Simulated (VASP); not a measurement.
# TiO2 (Rutile) (P4_2/mnm) in VASP: further runs

TiO2 (Rutile) is run at these levels: PBE, r2SCAN; tasks: single point.

Everything below comes from runs of VASP 6.6.1. Logs are shortened: lines on timing, memory, paths and dates and some standing lists are left out, and cuts for length are marked.

**The experiment to reproduce.**

From “Shallow Valence Band of Rutile GeO2 and P-type Doping”, 2020, arxiv:2011.08928, for a bulk crystal of TiO2 at 1.6 K: band gap 3.03 eV (direct).

The runs below are set against these values where they give the same quantity.

**1. The cell of the first run**

The structure is tetragonal, space group P4_2/mnm (No. 136). Conventional cell: a = 4.597 Å, b = 4.597 Å, c = 2.954 Å, α = 90.00°, β = 90.00°, γ = 90.00°. Within 2.6 Å of Ti (site symmetry mmm) lie 6 O at 1.95 to 1.98 Å. Within 2.6 Å of O (site symmetry m2m) lie 3 Ti at 1.95 to 1.98 Å and 1 O at 2.54 Å.

**2. Single point, PBE**

INCAR

```
SYSTEM = TiO2
PREC     = Accurate       ! precision mode
ENCUT    = 520            ! plane-wave cutoff, eV
EDIFF    = 1E-7           ! SCF threshold, eV
ISMEAR   = 0              ! smearing method
SIGMA    = 0.01           ! smearing width, eV
LREAL    = .FALSE.        ! projectors in reciprocal space
LASPH    = .TRUE.         ! aspherical terms in the spheres
NELM     = 100            ! most SCF steps
ALGO     = Normal         ! electronic algorithm
ISIF     = 2              ! what is computed and relaxed
LWAVE    = .FALSE.        ! write WAVECAR
LCHARG   = .TRUE.         ! write CHGCAR
GGA      = PE             ! functional
LELF     = .TRUE.         ! ELF
LVHAR    = .TRUE.       
NBANDS   = 33             ! bands
```

KPOINTS

```
Automatic mesh
0
G
  6 6 8
  0 0 0
```

POSCAR

```
TiO2
1.0
    4.5968460151      0.0000000000      0.0000000000
    0.0000000000      4.5968460151      0.0000000000
    0.0000000000      0.0000000000      2.9535015036
Ti O
2 4
Direct
    0.0000000000      0.0000000000      0.0000000000
    0.5000000000      0.5000000000      0.5000000000
    0.3046430023      0.3046430023      0.0000000000
    0.1953569977      0.8046430023      0.5000000000
    0.6953569977      0.6953569977      0.0000000000
    0.8046430023      0.1953569977      0.5000000000
```

Potentials or basis: VASP PAW PBE potentials, release 64 (Ti_sv, O).

On the command line:

```sh
$ cat potpaw_PBE.64/Ti_sv/POTCAR potpaw_PBE.64/O/POTCAR > POTCAR
$ mpirun -np 1 vasp_std > vasp.out
```

OUTCAR:

```text
SYSTEM = TiO2
   PREC = Accurate
   ENCUT = 520
   EDIFF = 1E-7
   ISMEAR = 0
   LREAL = .FALSE.
   LASPH = .TRUE.
   NELM = 100
   ISIF = 2
   GGA = PE

 ion  position               nearest neighbor table
   1  0.000  0.000  0.000-   4 1.95   6 1.95   4 1.95   6 1.95   5 1.98   3 1.98
   2  0.500  0.500  0.500-   3 1.95   5 1.95   3 1.95   5 1.95   4 1.98   6 1.98
   3  0.305  0.305  0.000-   2 1.95   2 1.95   1 1.98
   4  0.195  0.805  0.500-   1 1.95   1 1.95   2 1.98
   5  0.695  0.695  0.000-   2 1.95   2 1.95   1 1.98
   6  0.805  0.195  0.500-   1 1.95   1 1.95   2 1.98

  LATTYP: Found a simple tetragonal cell.
 ALAT       =     4.5968460151
 C/A-ratio  =     0.6425060778

  Lattice vectors:

 A1 = (   4.5968460151,   0.0000000000,   0.0000000000)
 A2 = (   0.0000000000,   4.5968460151,   0.0000000000)
 A3 = (   0.0000000000,   0.0000000000,   2.9535015036)

Analysis of symmetry for initial positions (statically):
=====================================================================
 Subroutine PRICEL returns:
 Original cell was already a primitive cell.

 Routine SETGRP: Setting up the symmetry group for a
 simple tetragonal supercell.

 Subroutine GETGRP returns: Found 16 space group operations
 (whereof  8 operations were pure point group operations)
 out of a pool of 16 trial point group operations.

The static configuration has the point symmetry D_2h.
 The point group associated with its full space group is D_4h.

Analysis of symmetry for dynamics (positions and initial velocities):
=====================================================================
 Subroutine PRICEL returns:
 Original cell was already a primitive cell.

 Routine SETGRP: Setting up the symmetry group for a
 simple tetragonal supercell.

 Subroutine GETGRP returns: Found 16 space group operations
 (whereof  8 operations were pure point group operations)
 out of a pool of 16 trial point group operations.

The dynamic configuration has the point symmetry D_2h.
 The point group associated with its full space group is D_4h.

 Subroutine INISYM returns: Found 16 space group operations
 (whereof  8 operations are pure point group operations),
 and found     1 'primitive' translations

----------------------------------------------------------------------------------------

                                     Primitive cell
[... 95 lines left out ...]
   LSORBIT =      F    spin-orbit coupling
   LASPH  =      T    aspherical Exc in radial PAW
   ENCUT  =  520.0 eV  38.22 Ry    6.18 a.u.   8.55  8.55  5.49*2*pi/ulx,y,z
   NELM   =    100;   NELMIN=  2; NELMDL= -5     # of ELM steps
   EDIFF  = 0.1E-06   stopping-criterion for ELM
   LREAL  =      F    real-space projection
   EDIFFG = 0.1E-05   stopping-criterion for IOM
   NSW    =      0    number of steps for IOM
   IBRION =     -1    ionic relax: 0-MD 1-quasi-New 2-CG
   NFREE  =      0    steps in history (QN), initial steepest desc. (CG)
   ISIF   =      2    stress and relaxation
   ISYM   =      2    0-nonsym 1-usesym 2-fastsym
   POTIM  = 0.5000    time-step for ionic-motion
   TEBEG  =    0.0;   TEEND  =   0.0 temperature during run
   PSTRESS=    0.0 pullay stress
   NELECT =      48.0000    total number of electrons
   NUPDOWN=      -1.0000    fix difference up-down
   EMIN   =  10.00;   EMAX   =-10.00  energy-range for DOS
   EFERMI =   0.00;   METHOD = LEGACY
   ISMEAR =     0;   SIGMA  =   0.01  broadening in eV -4-tet -1-fermi 0-gaus
   EFERMI_NEDOS =   21; number of points for ismear=-14 and -15
   IALGO  =     38    algorithm
   IMIX   =      4    mixing-type and parameters
     AMIX     =   0.40;   BMIX     =  1.00
     AMIX_MAG =   1.60;   BMIX_MAG =  1.00
  volume/ion in A,a.u.               =      10.40        70.19
  Fermi-wavevector in a.u.,A,eV,Ry     =   1.499925  2.834447 30.610047  2.249775
  Thomas-Fermi vector in A             =   2.611492
   LORBIT       =      0    0 simple, 1 ext, 2 COOP (PROOUT), +10 PAW based schemes
   GGA     = PE    functional components
   LHFCALC =     F    Hartree Fock is set to
   AEXX    =    0.0000 exact exchange contribution
   IVDW    =     0    specifies the selected vdW correction
   LEPSILON=     F    determine dielectric tensor
   LRPA    =     F    only Hartree local field effects (RPA)
 non-spin polarized calculation
 Gauss-broadening in eV      SIGMA  =   0.01
  energy-cutoff  :      520.00
  volume of cell :       62.41
 maximum number of plane-waves:      1698
 NGX is ok and might be reduce to    36
   NGX = 17   NGY = 17   NGZ = 11

 number of electron      48.0000021 magnetization

 Free energy of the ion-electron system (eV)
  ---------------------------------------------------
  ext. energy  EPLUGINS =         0.00000000
  ---------------------------------------------------
  free energy    TOTEN  =       -53.64479213 eV

  energy without entropy =      -53.64479213  energy(sigma->0) =      -53.64479213

 E-fermi :   4.8996     XC(G=0): -11.4137

 val. band max:        4.8509488866   @ k =   0.0000   0.0000   0.0000
 cond. band min:       6.7120130059   @ k =   0.0000   0.0000   0.0000
 fundamental gap:      1.8610641193
 Fermi energy:         4.8996021447

 k-point     1 :       0.0000    0.0000    0.0000
  band No.  band energies     occupation
      1     -52.0654      2.00000
      2     -52.0483      2.00000
      3     -28.3738      2.00000
      4     -28.3738      2.00000
      5     -28.2082      2.00000
      6     -28.2082      2.00000
[... 853 lines left out ...]
     32       9.9855      0.00000
     33      11.4790      0.00000

 [... further k-points ...]
[... 5 lines left out ...]
  --------------------------------------------------------------------------------------
  -------------------------------------------------------------------------------------
  Total        2.2893760      2.2893760      2.3144361      0.0000000      0.0000000      0.0000000
  in kB       58.7720169     58.7720169     59.4153504      0.0000000      0.0000000      0.0000000
  external PRESSURE =      58.9864614 kB  Pullay stress =       0.0000000 kB

 VOLUME and BASIS-vectors are now :
 -----------------------------------------------------------------------------
  energy-cutoff  :      520.00
  volume of cell :       62.41
      direct lattice vectors                 reciprocal lattice vectors
     4.596846015  0.000000000  0.000000000     0.217540461  0.000000000  0.000000000
     0.000000000  4.596846015  0.000000000     0.000000000  0.217540461  0.000000000
     0.000000000  0.000000000  2.953501504     0.000000000  0.000000000  0.338581172

 POSITION                                       TOTAL-FORCE (eV/Angst)
 -----------------------------------------------------------------------------------
      0.00000      0.00000      0.00000         0.000000     -0.000000      0.000000
      2.29842      2.29842      1.47675         0.000000     -0.000000      0.000000
      1.40040      1.40040      0.00000        -0.057651     -0.057651     -0.000000
      0.89803      3.69882      1.47675         0.057651     -0.057651     -0.000000
      3.19645      3.19645      0.00000         0.057651      0.057651      0.000000
      3.69882      0.89803      1.47675        -0.057651      0.057651      0.000000
 -----------------------------------------------------------------------------------
    total drift:                                0.000000      0.000000      0.000000

  FREE ENERGIE OF THE ION-ELECTRON SYSTEM (eV)
  ---------------------------------------------------
  free  energy   TOTEN  =       -53.6447921280 eV

  energy  without entropy=      -53.6447921280  energy(sigma->0) =      -53.64479213
```

Run time: 99 s. Hardware: 1 thread of Intel Xeon Platinum 8488C (Sapphire Rapids), shared host; peak memory 0.22 GiB.

What came out:

```
Free energy            : -53.6448 eV
Pressure               : 5.9 GPa
Largest force          : 0.082 eV/Å
Band gap on the k mesh : 1.86 eV, direct
```

Forces on the atoms (eV/Å):
```
Ti   0.000  0.000  0.000
Ti   0.000  0.000  0.000
O   -0.058 -0.058  0.000
O    0.058 -0.058  0.000
O    0.058  0.058  0.000
O   -0.058  0.058  0.000
```

A k mesh can miss the band edges. Expect the measured gap to be larger: semilocal functionals such as PBE lack the derivative discontinuity.

**3. Single point, r2SCAN**

POSCAR is that of step 2.

INCAR.step1

```
ALGO = Normal
EDIFF = 1E-4
ENCUT = 520
GGA = PE
ISMEAR = 0
LASPH = True
LCHARG = False
LREAL = False
LWAVE = True
NBANDS = 33
NELM = 80
PREC = Accurate
SIGMA = 0.01
```

INCAR.step2

```
ALGO = Normal
EDIFF = 1E-7
ENCUT = 520
ISIF = 2
ISMEAR = 0
ISTART = 1
LASPH = True
LCHARG = True
LELF = True
LMIXTAU = True
LREAL = False
LVHAR = True
LWAVE = False
METAGGA = R2SCAN
NBANDS = 33
NELM = 80
PREC = Accurate
SIGMA = 0.01
```

KPOINTS

```
k-points
0
Gamma
  6 6 8
```

Potentials or basis: VASP PAW PBE potentials, release 64 (Ti_sv, O).

On the command line:

```sh
$ cat potpaw_PBE.64/Ti_sv/POTCAR potpaw_PBE.64/O/POTCAR > POTCAR
$ cp INCAR.step1 INCAR
$ mpirun -np 1 vasp_std > vasp.out
$ cp INCAR.step2 INCAR
$ mpirun -np 1 vasp_std > vasp.out
```

Run time: 6 min. Hardware: 1 thread of Intel Xeon Platinum 8488C (Sapphire Rapids), shared host; peak memory 0.23 GiB.

Results (log left out):

- Free energy: -69.7942 eV
- Pressure: 1.3 GPa
- Largest force: 0.038 eV/Å
- Band gap on the k mesh: 2.23 eV, direct

Forces on the atoms (eV/Å):
```
Ti   0.000  0.000  0.000
Ti   0.000  0.000  0.000
O   -0.027 -0.027  0.000
O    0.027 -0.027  0.000
O    0.027  0.027  0.000
O   -0.027  0.027  0.000
```

Stress tensor (GPa, compression positive):
```
1.03 0.00 0.00
0.00 1.03 0.00
0.00 0.00 1.76
```

Levels at points of the mesh, in eV from the valence-band top:
| k point | band 22 | band 23 | band 24 | band 25 | band 26 | band 27 |
| --- | --- | --- | --- | --- | --- | --- |
| (0.00, 0.00, 0.00) | -0.49 | -0.49 | 0.00 | 2.23 | 2.55 | 2.79 |
| (0.50, 0.00, 0.00) | -1.70 | -0.77 | -0.77 | 2.92 | 2.92 | 3.41 |
| (0.50, 0.50, 0.00) | -1.38 | -1.13 | -1.13 | 2.27 | 2.27 | 2.90 |
| (0.00, 0.00, 0.50) | -2.40 | -1.48 | -1.48 | 3.33 | 3.33 | 3.59 |
| (0.50, 0.00, 0.50) | -2.08 | -1.09 | -1.09 | 2.29 | 2.29 | 3.62 |
| (0.50, 0.50, 0.50) | -1.31 | -0.72 | -0.72 | 2.97 | 2.97 | 3.60 |

Caveat: the PAW data sets were made with another functional, which shifts forces and pressure a little.

**4. Comparison with measurements**

Step 3. A measured gap of TiO2 is 3.03 eV (direct; 1.6 K; quoted in “Shallow Valence Band of Rutile GeO2 and P-type Doping”, 2020, arxiv:2011.08928); the calculated 2.23 eV misses it by -0.80 eV. 2 values of this kind are on record in papers (3.03 to 3.05 eV); this one was drawn at random among those near their median. The value is that of r2SCAN on a finite k mesh, which can miss the band edges, without temperature or zero-point motion.
